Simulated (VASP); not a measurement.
# Ru (P6_3/mmc) in VASP: single point with LDA

Aim: the single point of Ru with LDA.

Everything below comes from runs of VASP 6.6.1. Logs are shortened: lines on timing, memory, paths and dates and some standing lists are left out, and cuts for length are marked.

### Step 1. The cell of the first run

The structure is hexagonal, space group P6_3/mmc (No. 194). The conventional cell has a = 2.271 Å, b = 2.271 Å, c = 3.645 Å, α = 90.00°, β = 90.00°, γ = 120.00°. Ru (site symmetry -6m2) has 12 Ru at 2.24 to 2.27 Å within 3.0 Å.

### Step 2. Single point, LDA

The input, INCAR:

```
PREC = Accurate
ENCUT = 560
EDIFF = 1E-6
ISMEAR = -1
SIGMA = 0.1
LREAL = False
LASPH = True
NELM = 120
ALGO = Normal
ISIF = 2
LWAVE = False
LCHARG = False
GGA = CA
NBANDS = 23
GGA_COMPAT = False
```

The input, KPOINTS:

```
Automatic mesh
0
Gamma
  20 20 11
```

The input, POSCAR:

```
Ru
1.0
    2.2705061538      0.0000000000      0.0000000000
   -1.1352530769      1.9663160086      0.0000000000
    0.0000000000      0.0000000000      3.6445974528
Ru
2
Direct
    0.3333333333      0.6666666667      0.2500000000
    0.6666666667      0.3333333333      0.7500000000
```

Potentials or basis: VASP PAW LDA potentials, release 64 (Ru_sv).

Started as:

```console
cat potpaw_LDA.64/Ru_sv/POTCAR > POTCAR
mpirun -np 1 vasp_std > vasp.out
```

OUTCAR:

```text
PREC = Accurate
   ENCUT = 560
   EDIFF = 1E-6
   ISMEAR = -1
   LREAL = False
   LASPH = True
   NELM = 120
   ISIF = 2
   GGA = CA

 ion  position               nearest neighbor table
   1  0.333  0.667  0.250-   2 2.24   2 2.24   2 2.24   2 2.24   2 2.24   2 2.24
   2  0.667  0.333  0.750-   1 2.24   1 2.24   1 2.24   1 2.24   1 2.24   1 2.24

  LATTYP: Found a hexagonal cell.
 ALAT       =     2.2705061538
 C/A-ratio  =     1.6051916207

  Lattice vectors:

 A1 = (   2.2705061538,   0.0000000000,   0.0000000000)
 A2 = (  -1.1352530769,   1.9663160086,   0.0000000000)
 A3 = (   0.0000000000,   0.0000000000,   3.6445974528)

Analysis of symmetry for initial positions (statically):
=====================================================================
 Subroutine PRICEL returns:
 Original cell was already a primitive cell.

 Routine SETGRP: Setting up the symmetry group for a
 hexagonal supercell.

 Subroutine GETGRP returns: Found 24 space group operations
 (whereof 12 operations were pure point group operations)
 out of a pool of 24 trial point group operations.

The static configuration has the point symmetry D_3d.
 The point group associated with its full space group is D_6h.

Analysis of symmetry for dynamics (positions and initial velocities):
=====================================================================
 Subroutine PRICEL returns:
 Original cell was already a primitive cell.

 Routine SETGRP: Setting up the symmetry group for a
 hexagonal supercell.

 Subroutine GETGRP returns: Found 24 space group operations
 (whereof 12 operations were pure point group operations)
 out of a pool of 24 trial point group operations.

The dynamic configuration has the point symmetry D_3d.
 The point group associated with its full space group is D_6h.

 Subroutine INISYM returns: Found 24 space group operations
 (whereof 12 operations are pure point group operations),
 and found     1 'primitive' translations

----------------------------------------------------------------------------------------

                                     Primitive cell

  volume of cell :      16.2714

  direct lattice vectors                    reciprocal lattice vectors
     2.270506154  0.000000000  0.000000000     0.440430429  0.254282627  0.000000000
    -1.135253077  1.966316009  0.000000000     0.000000000  0.508565254  0.000000000
     0.000000000  0.000000000  3.644597453     0.000000000  0.000000000  0.274378724

  length of vectors
     2.270506154  2.270506154  3.644597453     0.508565254  0.508565254  0.274378724

  position of ions in fractional coordinates (direct lattice)
     0.333333333  0.666666667  0.250000000
     0.666666667  0.333333333  0.750000000

  ion indices of the primitive-cell ions
   primitive index   ion index
                 1           1
                 2           2

----------------------------------------------------------------------------------------

 KPOINTS: Automatic mesh

Automatic generation of k-mesh.
 Grid dimensions read from file:
 generate k-points for:   20   20   11

 Generating k-lattice:

  Cartesian coordinates                     Fractional coordinates (reciprocal lattice)
     0.022021521  0.012714131  0.000000000     0.050000000 -0.000000000  0.000000000
     0.000000000  0.025428263  0.000000000     0.000000000  0.050000000  0.000000000
     0.000000000  0.000000000  0.024943520     0.000000000  0.000000000  0.090909091

  Length of vectors
     0.025428263  0.025428263  0.024943520

  Shift w.r.t. Gamma in fractional coordinates (k-lattice)
     0.000000000  0.000000000  0.000000000

 Subroutine IBZKPT returns following result:
 ===========================================

 Found    264 irreducible k-points:

 Following reciprocal coordinates:
            Coordinates               Weight
  0.000000  0.000000  0.000000      1.000000
  0.050000  0.000000  0.000000      6.000000
  0.100000  0.000000  0.000000      6.000000
  0.150000  0.000000  0.000000      6.000000
  0.200000  0.000000  0.000000      6.000000
  0.250000 -0.000000  0.000000      6.000000
[... 16 lines left out ...]
  0.200000  0.100000  0.000000     12.000000
  0.250000  0.100000  0.000000     12.000000
 [... further k-points ...]
   k-points           NKPTS =    264   k-points in BZ     NKDIM =    264   number of bands    NBANDS=     23
   number of dos      NEDOS =    301   number of ions     NIONS =      2
   total plane-waves  NPLWV =   9072
   dimension x,y,z NGX =    18 NGY =   18 NGZ =   28
   dimension x,y,z NGXF=    36 NGYF=   36 NGZF=   56
   ions per type =               2
   NGX,Y,Z   is equivalent  to a cutoff of  13.18, 13.18, 12.77 a.u.
   NGXF,Y,Z  is equivalent  to a cutoff of  26.36, 26.36, 25.54 a.u.
 SYSTEM =  unknown system
   PREC   = accura    normal or accurate (medium, high low for compatibility)
   ISTART =      0    job   : 0-new  1-cont  2-samecut
   ICHARG =      2    charge: 1-file 2-atom 10-const
   ISPIN  =      1    spin polarized calculation?
   LNONCOLLINEAR =      F non collinear calculations
   LSORBIT =      F    spin-orbit coupling
   LASPH  =      T    aspherical Exc in radial PAW
   ENCUT  =  560.0 eV  41.16 Ry    6.42 a.u.   4.38  4.38  7.03*2*pi/ulx,y,z
   NELM   =    120;   NELMIN=  2; NELMDL= -5     # of ELM steps
   EDIFF  = 0.1E-05   stopping-criterion for ELM
   LREAL  =      F    real-space projection
   EDIFFG = 0.1E-04   stopping-criterion for IOM
   NSW    =      0    number of steps for IOM
   IBRION =     -1    ionic relax: 0-MD 1-quasi-New 2-CG
   NFREE  =      0    steps in history (QN), initial steepest desc. (CG)
   ISIF   =      2    stress and relaxation
   ISYM   =      2    0-nonsym 1-usesym 2-fastsym
   POTIM  = 0.5000    time-step for ionic-motion
   TEBEG  =    0.0;   TEEND  =   0.0 temperature during run
   PSTRESS=    0.0 pullay stress
   NELECT =      32.0000    total number of electrons
   NUPDOWN=      -1.0000    fix difference up-down
   EMIN   =  10.00;   EMAX   =-10.00  energy-range for DOS
   EFERMI =   0.00;   METHOD = LEGACY
   ISMEAR =    -1;   SIGMA  =   0.10  broadening in eV -4-tet -1-fermi 0-gaus
   EFERMI_NEDOS =   21; number of points for ismear=-14 and -15
   IALGO  =     38    algorithm
   IMIX   =      4    mixing-type and parameters
     AMIX     =   0.40;   BMIX     =  1.00
     AMIX_MAG =   1.60;   BMIX_MAG =  1.00
  volume/ion in A,a.u.               =       8.14        54.90
  Fermi-wavevector in a.u.,A,eV,Ry     =   2.051082  3.875982 57.238843  4.206936
  Thomas-Fermi vector in A             =   3.053834
   LORBIT       =      0    0 simple, 1 ext, 2 COOP (PROOUT), +10 PAW based schemes
   GGA     = CA    functional components
   LHFCALC =     F    Hartree Fock is set to
   AEXX    =    0.0000 exact exchange contribution
   IVDW    =     0    specifies the selected vdW correction
   LEPSILON=     F    determine dielectric tensor
   LRPA    =     F    only Hartree local field effects (RPA)
 non-spin polarized calculation
  energy-cutoff  :      560.00
  volume of cell :       16.27
 maximum number of plane-waves:       513
 NGX is ok and might be reduce to    18
   NGX =  9   NGY =  9   NGZ = 15

 number of electron      31.9999988 magnetization

 Free energy of the ion-electron system (eV)
  ---------------------------------------------------
  ext. energy  EPLUGINS =         0.00000000
  ---------------------------------------------------
  free energy    TOTEN  =       -11.03812511 eV

  energy without entropy =      -11.00995240  energy(sigma->0) =      -11.02403875

 E-fermi :  28.4995     XC(G=0): -17.9520

 val. band max:       28.4974047907   @ k =   0.3500   0.1500   0.2727
 cond. band min:      28.5299557942   @ k =   0.4000   0.0500   0.1818
 fundamental gap:      0.0325510035
 Fermi energy:        28.4995017548

 k-point     1 :       0.0000    0.0000    0.0000
  band No.  band energies     occupation
      1     -46.7086      2.00000
      2     -45.2949      2.00000
      3     -19.0158      2.00000
      4     -14.5993      2.00000
      5     -14.5993      2.00000
      6     -13.9094      2.00000
[... 15 lines left out ...]
     22      44.2988      0.00000
     23      44.6090      0.00000

 k-point     2 :       0.0500    0.0000    0.0000
  band No.  band energies     occupation
      1     -46.6826      2.00000
      2     -45.2823      2.00000
      3     -18.9786      2.00000
      4     -14.7039      2.00000
      5     -14.6327      2.00000
      6     -14.0105      2.00000
[... 15 lines left out ...]
     22      44.5667      0.00000
     23      44.8482      0.00000

 k-point     3 :       0.1000    0.0000    0.0000
  band No.  band energies     occupation
      1     -46.6063      2.00000
      2     -45.2462      2.00000
      3     -18.8684      2.00000
      4     -15.0039      2.00000
      5     -14.7269      2.00000
      6     -14.2992      2.00000
[... 15 lines left out ...]
     22      45.2205      0.00000
     23      45.4985      0.00000

 k-point     4 :       0.1500    0.0000    0.0000
  band No.  band energies     occupation
      1     -46.4846      2.00000
      2     -45.1910      2.00000
      3     -18.6894      2.00000
      4     -15.4613      2.00000
      5     -14.8670      2.00000
      6     -14.7355      2.00000
[... 15 lines left out ...]
     22      45.7861      0.00000
     23      46.2511      0.00000

 k-point     5 :       0.2000    0.0000    0.0000
  band No.  band energies     occupation
      1     -46.3253      2.00000
      2     -45.1243      2.00000
      3     -18.4489      2.00000
      4     -16.0215      2.00000
      5     -15.2651      2.00000
      6     -15.0347      2.00000
[... 15 lines left out ...]
     22      46.1837      0.00000
     23      47.1691      0.00000

 k-point     6 :       0.2500   -0.0000    0.0000
  band No.  band energies     occupation
      1     -46.1393      2.00000
      2     -45.0553      2.00000
      3     -18.1574      2.00000
      4     -16.6231      2.00000
      5     -15.8303      2.00000
      6     -15.2118      2.00000
[... 15 lines left out ...]
     22      45.1728      0.00000
     23      48.7016      0.00000

 k-point     7 :       0.3000    0.0000    0.0000
  band No.  band energies     occupation
      1     -45.9405      2.00000
      2     -44.9945      2.00000
      3     -17.8298      2.00000
      4     -17.2063      2.00000
      5     -16.3760      2.00000
      6     -15.3813      2.00000
[... 353 lines left out ...]
     22      45.3839      0.00000
     23      45.5043      0.00000

 k-point    21 :       0.1000    0.1000    0.0000
  band No.  band energies     occupation
      1     -46.4145      2.00000
      2     -45.1608      2.00000
      3     -18.5846      2.00000
      4     -15.6086      2.00000
      5     -15.2706      2.00000
      6     -14.6815      2.00000
[... 15 lines left out ...]
     22      46.0403      0.00000
     23      46.9100      0.00000

 k-point    22 :       0.1500    0.1000    0.0000
  band No.  band energies     occupation
      1     -46.2602      2.00000
      2     -45.0988      2.00000
      3     -18.3485      2.00000
      4     -16.0737      2.00000
      5     -15.7134      2.00000
      6     -14.9129      2.00000
[... 15 lines left out ...]
     22      47.1120      0.00000
     23      47.8567      0.00000

 k-point    23 :       0.2000    0.1000    0.0000
  band No.  band energies     occupation
      1     -46.0801      2.00000
      2     -45.0352      2.00000
      3     -18.0622      2.00000
      4     -16.6176      2.00000
      5     -16.1464      2.00000
      6     -15.1775      2.00000
[... 15 lines left out ...]
     22      45.9884      0.00000
     23      48.9389      0.00000

 k-point    24 :       0.2500    0.1000    0.0000
  band No.  band energies     occupation
      1     -45.8874      2.00000
      2     -44.9798      2.00000
      3     -17.7397      2.00000
      4     -17.1646      2.00000
      5     -16.5545      2.00000
      6     -15.4369      2.00000
[... 15 lines left out ...]
     22      44.9382      0.00000
     23      48.0973      0.00000

 [... further k-points ...]
[... 5 lines left out ...]
  --------------------------------------------------------------------------------------
  -------------------------------------------------------------------------------------
  Total       52.0123586     52.0123586     51.9858024      0.0000000     -0.0000000      0.0000000
  in kB     5121.4338206   5121.4338204   5118.8189474      0.0000000     -0.0000000      0.0000000
  external PRESSURE =    5120.5621962 kB  Pullay stress =       0.0000000 kB

 VOLUME and BASIS-vectors are now :
 -----------------------------------------------------------------------------
  energy-cutoff  :      560.00
  volume of cell :       16.27
      direct lattice vectors                 reciprocal lattice vectors
     2.270506154  0.000000000  0.000000000     0.440430429  0.254282627  0.000000000
    -1.135253077  1.966316009  0.000000000     0.000000000  0.508565254  0.000000000
     0.000000000  0.000000000  3.644597453     0.000000000  0.000000000  0.274378724

 POSITION                                       TOTAL-FORCE (eV/Angst)
 -----------------------------------------------------------------------------------
     -0.00000      1.31088      0.91115         0.000000     -0.000000      0.000000
      1.13525      0.65544      2.73345        -0.000000      0.000000      0.000000
 -----------------------------------------------------------------------------------
    total drift:                                0.000000     -0.000000      0.000000

  FREE ENERGIE OF THE ION-ELECTRON SYSTEM (eV)
  ---------------------------------------------------
  free  energy   TOTEN  =       -11.0381251095 eV

  energy  without entropy=      -11.0099523975  energy(sigma->0) =      -11.02403875
```

It took 30 s on 1 thread of Intel Xeon 6975P-C (Granite Rapids), shared host; peak memory 0.19 GiB.

What came out:

```yaml
Free_energy: -11.0381 eV
Pressure: 512.1 GPa
Band_gap_on_the_k_mesh: zero (bands 16 and 17 overlap by 7.12 eV)
```

Stress tensor (GPa, compression positive):
```
512.14   0.00   0.00
  0.00 512.14   0.00
  0.00   0.00 511.88
```

Caveat: the cell stands under pressure.

The gap in the log of VASP goes by the Fermi energy; the results here count the filled bands.